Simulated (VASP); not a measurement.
# GaSn3 (I4/mmm) in VASP: single point with LDA

Aim: the single point of GaSn3 with LDA.

Program: VASP 6.6.1. These are calculated values, not measurements. Logs are shortened: lines on timing, memory, paths and dates and some standing lists are left out, and cuts for length are marked.

## Step 1: The cell of the first run

The structure is tetragonal, space group I4/mmm (No. 139). The conventional cell has a = 4.545 Å, b = 4.545 Å, c = 9.821 Å, α = 90.00°, β = 90.00°, γ = 90.00°. Within 4.2 Å of Ga (site symmetry 4/mmm) lie 12 Sn at 3.21 to 3.35 Å. Within 4.2 Å of Sn (site symmetry -4m2) lie 8 Sn at 3.21 to 3.35 Å and 4 Ga at 3.35 Å. Sn (site symmetry 4/mmm) has 4 Ga at 3.21 Å and 8 Sn at 3.35 Å within 4.2 Å.

## Step 2: Single point, LDA

Contents of INCAR:

```
SYSTEM = GaSn3
ALGO = Normal
EDIFF = 1E-6
ENCUT = 520
GGA = CA
ISIF = 2
ISMEAR = -1
LASPH = .TRUE.
LCHARG = .TRUE.
LELF = .TRUE.
LREAL = .FALSE.
LVHAR = .TRUE.
LWAVE = .FALSE.
NBANDS = 36
NELM = 80
PREC = Accurate
SIGMA = 0.1
```

Contents of KPOINTS:

```
k-points
0
G
  9 9 9
  0 0 0
```

Contents of POSCAR:

```
GaSn3
1.0
   -2.2724040000      2.2724040000      4.9107340000
    2.2724040000     -2.2724040000      4.9107340000
    2.2724040000      2.2724040000     -4.9107340000
Ga Sn
1 3
Direct
    0.0000000000      0.0000000000      0.0000000000
    0.7500000000      0.2500000000      0.5000000000
    0.2500000000      0.7500000000      0.5000000000
    0.5000000000      0.5000000000      0.0000000000
```

Potentials or basis: VASP PAW LDA potentials, release 64 (Ga_d, Sn_d).

Started as:

```sh
cat potpaw_LDA.64/Ga_d/POTCAR potpaw_LDA.64/Sn_d/POTCAR > POTCAR
mpirun -np 1 vasp_std > vasp.out
```

OUTCAR:

```text
SYSTEM = GaSn3
   EDIFF = 1E-6
   ENCUT = 520
   GGA = CA
   ISIF = 2
   ISMEAR = -1
   LASPH = .TRUE.
   LREAL = .FALSE.
   NELM = 80
   PREC = Accurate

 ion  position               nearest neighbor table
   1  0.000  0.000  0.000-   4 3.21   4 3.21   4 3.21   4 3.21
   2  0.750  0.250  0.500-   3 3.21   3 3.21   3 3.21   3 3.21   4 3.35   4 3.35   4 3.35   4 3.35

   3  0.250  0.750  0.500-   2 3.21   2 3.21   2 3.21   2 3.21   4 3.35   4 3.35   4 3.35   4 3.35

   4  0.500  0.500  0.000-   1 3.21   1 3.21   1 3.21   1 3.21   3 3.35   2 3.35   3 3.35   2 3.35
                             3 3.35   3 3.35   2 3.35   2 3.35

  LATTYP: Found a body centered tetragonal cell.
 ALAT       =     4.5448080000
 C/A-ratio  =     2.1610303450

  Lattice vectors:

 A1 = (  -2.2724040000,   2.2724040000,   4.9107340000)
 A2 = (   2.2724040000,  -2.2724040000,   4.9107340000)
 A3 = (   2.2724040000,   2.2724040000,  -4.9107340000)

Analysis of symmetry for initial positions (statically):
=====================================================================
 Subroutine PRICEL returns:
 Original cell was already a primitive cell.

 Routine SETGRP: Setting up the symmetry group for a
 body centered tetragonal supercell.

 Subroutine GETGRP returns: Found 16 space group operations
 (whereof 16 operations were pure point group operations)
 out of a pool of 16 trial point group operations.

The static configuration has the point symmetry D_4h.

Analysis of symmetry for dynamics (positions and initial velocities):
=====================================================================
 Subroutine PRICEL returns:
 Original cell was already a primitive cell.

 Routine SETGRP: Setting up the symmetry group for a
 body centered tetragonal supercell.

 Subroutine GETGRP returns: Found 16 space group operations
 (whereof 16 operations were pure point group operations)
 out of a pool of 16 trial point group operations.

The dynamic configuration has the point symmetry D_4h.

 Subroutine INISYM returns: Found 16 space group operations
 (whereof 16 operations are pure point group operations),
 and found     1 'primitive' translations

----------------------------------------------------------------------------------------

                                     Primitive cell

  volume of cell :     101.4326

  direct lattice vectors                    reciprocal lattice vectors
    -2.272404000  2.272404000  4.910734000     0.000000000  0.220031297  0.101817773
     2.272404000 -2.272404000  4.910734000     0.220031297  0.000000000  0.101817773
     2.272404000  2.272404000 -4.910734000     0.220031297  0.220031297  0.000000000

  length of vectors
     5.868811489  5.868811489  5.868811489     0.242447171  0.242447171  0.311171245

  position of ions in fractional coordinates (direct lattice)
     0.000000000  0.000000000  0.000000000
     0.750000000  0.250000000  0.500000000
     0.250000000  0.750000000  0.500000000
     0.500000000  0.500000000  0.000000000

  ion indices of the primitive-cell ions
   primitive index   ion index
                 1           1
                 2           2
                 3           3
                 4           4

----------------------------------------------------------------------------------------

 KPOINTS: k-points

Automatic generation of k-mesh.
 Grid dimensions read from file:
 generate k-points for:    9    9    9

 Generating k-lattice:

  Cartesian coordinates                     Fractional coordinates (reciprocal lattice)
     0.000000000  0.024447922  0.011313086     0.111111111  0.000000000 -0.000000000
     0.024447922  0.000000000  0.011313086     0.000000000  0.111111111 -0.000000000
     0.024447922  0.024447922  0.000000000     0.000000000  0.000000000  0.111111111

  Length of vectors
     0.026938575  0.026938575  0.034574583

  Shift w.r.t. Gamma in fractional coordinates (k-lattice)
     0.000000000  0.000000000  0.000000000

 Subroutine IBZKPT returns following result:
 ===========================================

 Found     75 irreducible k-points:

 Following reciprocal coordinates:
            Coordinates               Weight
  0.000000  0.000000  0.000000      1.000000
  0.111111  0.000000 -0.000000      8.000000
  0.222222  0.000000  0.000000      8.000000
  0.333333  0.000000  0.000000      8.000000
  0.444444  0.000000  0.000000      8.000000
  0.111111  0.111111 -0.000000      8.000000
[... 16 lines left out ...]
 -0.333333  0.333333  0.000000      4.000000
  0.444444  0.444444  0.000000      8.000000
 [... further k-points ...]
   k-points           NKPTS =     75   k-points in BZ     NKDIM =     75   number of bands    NBANDS=     36
   number of dos      NEDOS =    301   number of ions     NIONS =      4
   total plane-waves  NPLWV = 110592
   dimension x,y,z NGX =    48 NGY =   48 NGZ =   48
   dimension x,y,z NGXF=    96 NGYF=   96 NGZF=   96
   ions per type =               1   3
   NGX,Y,Z   is equivalent  to a cutoff of  13.60, 13.60, 13.60 a.u.
   NGXF,Y,Z  is equivalent  to a cutoff of  27.19, 27.19, 27.19 a.u.
 SYSTEM =  GaSn3
   PREC   = accura    normal or accurate (medium, high low for compatibility)
   ISTART =      0    job   : 0-new  1-cont  2-samecut
   ICHARG =      2    charge: 1-file 2-atom 10-const
   ISPIN  =      1    spin polarized calculation?
   LNONCOLLINEAR =      F non collinear calculations
   LSORBIT =      F    spin-orbit coupling
   LASPH  =      T    aspherical Exc in radial PAW
   ENCUT  =  520.0 eV  38.22 Ry    6.18 a.u.  10.91 10.91 10.91*2*pi/ulx,y,z
   NELM   =     80;   NELMIN=  2; NELMDL= -5     # of ELM steps
   EDIFF  = 0.1E-05   stopping-criterion for ELM
   LREAL  =      F    real-space projection
   EDIFFG = 0.1E-04   stopping-criterion for IOM
   NSW    =      0    number of steps for IOM
   IBRION =     -1    ionic relax: 0-MD 1-quasi-New 2-CG
   NFREE  =      0    steps in history (QN), initial steepest desc. (CG)
   ISIF   =      2    stress and relaxation
   ISYM   =      2    0-nonsym 1-usesym 2-fastsym
   POTIM  = 0.5000    time-step for ionic-motion
   TEBEG  =    0.0;   TEEND  =   0.0 temperature during run
   PSTRESS=    0.0 pullay stress
   NELECT =      55.0000    total number of electrons
   NUPDOWN=      -1.0000    fix difference up-down
   EMIN   =  10.00;   EMAX   =-10.00  energy-range for DOS
   EFERMI =   0.00;   METHOD = LEGACY
   ISMEAR =    -1;   SIGMA  =   0.10  broadening in eV -4-tet -1-fermi 0-gaus
   EFERMI_NEDOS =   21; number of points for ismear=-14 and -15
   IALGO  =     38    algorithm
   IMIX   =      4    mixing-type and parameters
     AMIX     =   0.40;   BMIX     =  1.00
     AMIX_MAG =   1.60;   BMIX_MAG =  1.00
  volume/ion in A,a.u.               =      25.36       171.13
  Fermi-wavevector in a.u.,A,eV,Ry     =   1.334965  2.522718 24.247374  1.782132
  Thomas-Fermi vector in A             =   2.463706
   LORBIT       =      0    0 simple, 1 ext, 2 COOP (PROOUT), +10 PAW based schemes
   GGA     = CA    functional components
   LHFCALC =     F    Hartree Fock is set to
   AEXX    =    0.0000 exact exchange contribution
   IVDW    =     0    specifies the selected vdW correction
   LEPSILON=     F    determine dielectric tensor
   LRPA    =     F    only Hartree local field effects (RPA)
 non-spin polarized calculation
  energy-cutoff  :      520.00
  volume of cell :      101.43
 maximum number of plane-waves:      2758
 NGX is ok and might be reduce to    48
   NGX = 21   NGY = 21   NGZ = 21

 number of electron      55.0000011 magnetization

 Free energy of the ion-electron system (eV)
  ---------------------------------------------------
  ext. energy  EPLUGINS =         0.00000000
  ---------------------------------------------------
  free energy    TOTEN  =       -16.77915439 eV

  energy without entropy =      -16.71469648  energy(sigma->0) =      -16.74692543

 E-fermi :   7.2411     XC(G=0): -10.6882

 val. band max:        7.2344161870   @ k =   0.1111   0.1111  -0.0000
 cond. band min:       7.2515141859   @ k =  -0.1111   0.1111   0.0000
 fundamental gap:      0.0170979989
 Fermi energy:         7.2411139216

 k-point     1 :       0.0000    0.0000    0.0000
  band No.  band energies     occupation
      1     -14.2836      2.00000
      2     -14.1928      2.00000
      3     -14.1815      2.00000
      4     -14.1707      2.00000
      5     -14.1707      2.00000
      6     -14.1375      2.00000
[... 28 lines left out ...]
     35      14.2640      0.00000
     36      15.7033      0.00000

 k-point     2 :       0.1111    0.0000   -0.0000
  band No.  band energies     occupation
      1     -14.2738      2.00000
      2     -14.1933      2.00000
      3     -14.1805      2.00000
      4     -14.1771      2.00000
      5     -14.1658      2.00000
      6     -14.1396      2.00000
[... 28 lines left out ...]
     35      14.9761      0.00000
     36      15.0031      0.00000

 k-point     3 :       0.2222    0.0000    0.0000
  band No.  band energies     occupation
      1     -14.2455      2.00000
      2     -14.1971      2.00000
      3     -14.1885      2.00000
      4     -14.1680      2.00000
      5     -14.1559      2.00000
      6     -14.1383      2.00000
[... 28 lines left out ...]
     35      13.6223      0.00000
     36      14.8624      0.00000

 k-point     4 :       0.3333    0.0000    0.0000
  band No.  band energies     occupation
      1     -14.2047      2.00000
      2     -14.1971      2.00000
      3     -14.1953      2.00000
      4     -14.1520      2.00000
      5     -14.1449      2.00000
      6     -14.1305      2.00000
[... 28 lines left out ...]
     35      12.0625      0.00000
     36      14.5372      0.00000

 k-point     5 :       0.4444    0.0000    0.0000
  band No.  band energies     occupation
      1     -14.2042      2.00000
      2     -14.1942      2.00000
      3     -14.1506      2.00000
      4     -14.1455      2.00000
      5     -14.1369      2.00000
      6     -14.1139      2.00000
[... 655 lines left out ...]
 k-point    22 :      -0.4444    0.3333    0.0000
  band No.  band energies     occupation
      1     -14.2036      2.00000
      2     -14.1867      2.00000
      3     -14.1785      2.00000
      4     -14.1774      2.00000
      5     -14.1590      2.00000
      6     -14.1392      2.00000
[... 28 lines left out ...]
     35      13.1433      0.00000
     36      14.8878      0.00000

 k-point    23 :      -0.3333    0.3333    0.0000
  band No.  band energies     occupation
      1     -14.2150      2.00000
      2     -14.1834      2.00000
      3     -14.1793      2.00000
      4     -14.1626      2.00000
      5     -14.1444      2.00000
      6     -14.1409      2.00000
[... 28 lines left out ...]
     35      12.3907      0.00000
     36      15.4795      0.00000

 k-point    24 :       0.4444    0.4444    0.0000
  band No.  band energies     occupation
      1     -14.2022      2.00000
      2     -14.1965      2.00000
      3     -14.1928      2.00000
      4     -14.1697      2.00000
      5     -14.1666      2.00000
      6     -14.1383      2.00000
[... 28 lines left out ...]
     35      14.1881      0.00000
     36      14.5405      0.00000

 [... further k-points ...]
[... 5 lines left out ...]
  --------------------------------------------------------------------------------------
  -------------------------------------------------------------------------------------
  Total       -1.6327588     -1.6327588     -1.9311836      0.0000000      0.0000000      0.0000000
  in kB      -25.7902238    -25.7902238    -30.5039910      0.0000000      0.0000000      0.0000000
  external PRESSURE =     -27.3614795 kB  Pullay stress =       0.0000000 kB

 VOLUME and BASIS-vectors are now :
 -----------------------------------------------------------------------------
  energy-cutoff  :      520.00
  volume of cell :      101.43
      direct lattice vectors                 reciprocal lattice vectors
    -2.272404000  2.272404000  4.910734000     0.000000000  0.220031297  0.101817773
     2.272404000 -2.272404000  4.910734000     0.220031297  0.000000000  0.101817773
     2.272404000  2.272404000 -4.910734000     0.220031297  0.220031297  0.000000000

 POSITION                                       TOTAL-FORCE (eV/Angst)
 -----------------------------------------------------------------------------------
      0.00000      0.00000      0.00000        -0.000000      0.000000      0.000000
      0.00000      2.27240      2.45537        -0.000000      0.000000      0.000000
      2.27240      0.00000      2.45537         0.000000     -0.000000     -0.000000
      0.00000      0.00000      4.91073        -0.000000      0.000000      0.000000
 -----------------------------------------------------------------------------------
    total drift:                                0.000000     -0.000000      0.000000

  FREE ENERGIE OF THE ION-ELECTRON SYSTEM (eV)
  ---------------------------------------------------
  free  energy   TOTEN  =       -16.7791543857 eV

  energy  without entropy=      -16.7146964784  energy(sigma->0) =      -16.74692543
```

Run time: 4.6 min. Hardware: 1 thread of Intel Xeon Platinum 8488C (Sapphire Rapids), shared host; peak memory 0.4 GiB.

Results:

* Free energy: -16.7792 eV
* Pressure: -2.7 GPa

Stress tensor (GPa, compression positive):
```
-2.58  0.00  0.00
 0.00 -2.58  0.00
 0.00  0.00 -3.05
```

Levels at points of the mesh, in eV from the Fermi level:
| k point | band 26 | band 27 | band 28 | band 29 | band 30 | band 31 |
| --- | --- | --- | --- | --- | --- | --- |
| (0.00, 0.00, 0.00) | -1.66 | -1.66 | -1.04 | -1.04 | 0.50 | 0.66 |

Caveat: spin-orbit coupling is left out, which moves the levels of the heavy elements.
